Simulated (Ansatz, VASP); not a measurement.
# Al6Cl: VASP beside Ansatz

The input INCAR:

```
PREC = Accurate
ENCUT = 520
EDIFF = 1E-6
ISMEAR = 0
SIGMA = 0.1
LREAL = F
LASPH = T
NELM = 100
ALGO = Normal
ISIF = 2
LWAVE = F
LCHARG = T
LDIPOL = T
IDIPOL = 3
DIPOL = 0.5 0.5 0.297
GGA = PE
LELF = T
LVHAR = T
LVACPOTAV = T
NBANDS = 38
```

KPOINTS

```
regular mesh
0
Gamma
  5 5 1
```

POSCAR

```
Al6Cl
1.0
    5.7135165837      0.0000000000      0.0000000000
    0.0000000000      5.7135165837      0.0000000000
    0.0000000000      0.0000000000     22.1746954317
Al Cl
12 2
Direct
    0.2500000000      0.2500000000      0.1803857921
    0.2500000000      0.7500000000      0.1803857921
    0.7500000000      0.2500000000      0.1803857921
    0.7500000000      0.7500000000      0.1803857921
    0.0000000000      0.0000000000      0.2744050922
    0.0000000000      0.5000000000      0.2744050922
    0.5000000000      0.0000000000      0.2744050922
    0.5000000000      0.5000000000      0.2744050922
    0.2500000000      0.2500000000      0.3686497277
    0.2500000000      0.7500000000      0.3686497277
    0.7500000000      0.2500000000      0.3686497277
    0.7500000000      0.7500000000      0.3686497277
    0.0000000000     -0.1662723799      0.4335886128
    0.0000000000      0.1662723799      0.4335886128
```

Input for Ansatz:

```yaml
crystal:
  lattice:
    - [5.7135165837, 0.0, 0.0]
    - [0.0, 5.7135165837, 0.0]
    - [0.0, 0.0, 22.1746954317]
  atoms:
    - { symbol: Al, position: [0.25, 0.25, 0.1803857921] }
    - { symbol: Al, position: [0.25, 0.75, 0.1803857921] }
    - { symbol: Al, position: [0.75, 0.25, 0.1803857921] }
    - { symbol: Al, position: [0.75, 0.75, 0.1803857921] }
    - { symbol: Al, position: [0.0, 0.0, 0.2744050922] }
    - { symbol: Al, position: [0.0, 0.5, 0.2744050922] }
    - { symbol: Al, position: [0.5, 0.0, 0.2744050922] }
    - { symbol: Al, position: [0.5, 0.5, 0.2744050922] }
    - { symbol: Al, position: [0.25, 0.25, 0.3686497277] }
    - { symbol: Al, position: [0.25, 0.75, 0.3686497277] }
    - { symbol: Al, position: [0.75, 0.25, 0.3686497277] }
    - { symbol: Al, position: [0.75, 0.75, 0.3686497277] }
    - { symbol: Cl, position: [0.0, -0.1662723799, 0.4335886128] }
    - { symbol: Cl, position: [0.0, 0.1662723799, 0.4335886128] }
basis:
  ecutwfc: 420
kpoints:
  mp_grid: { grid: [5, 5, 1] }
hamiltonian:
  xc: pbe
  pseudopotentials: { kind: paw, azcp: { folder: soft_1 } }
scf:
  occupations: { method: gaussian, width: 0.1 }
output:
  forces: true
  eigenvalues: true
efield:
  axis: 3
  dipole_correction: true
  ramp_width: 0.04
```

Alike in both runs: task single point; functional PBE; k mesh 5 × 5 × 1; occupations gaussian, width 0.1 eV; no spin polarisation.

|  | VASP | Ansatz |
| --- | --- | --- |
| version | VASP 6.6.1 | Ansatz 0.2.0 |
| potentials or method | VASP PAW PBE potentials, release 64 (Al, Cl), cutoff 520 eV | scalar-relativistic, plane waves, PAW |
| valence electrons in the cell | 50 | 50 |

|  | VASP | Ansatz | Ansatz less VASP |
| --- | --- | --- | --- |
| gap on the k mesh at the Fermi level (eV) | none | none | - |
| rms of the force components (eV/Å) | 3.294 | 3.307 | +0.0130 |
| work function, face that differs most (eV) | 3.35 | 3.36 | +0.017 |

Atom by atom the forces differ by 0.013 eV/Å (rms over components). A gap of «none» marks a metal or a gap that the smearing closes.
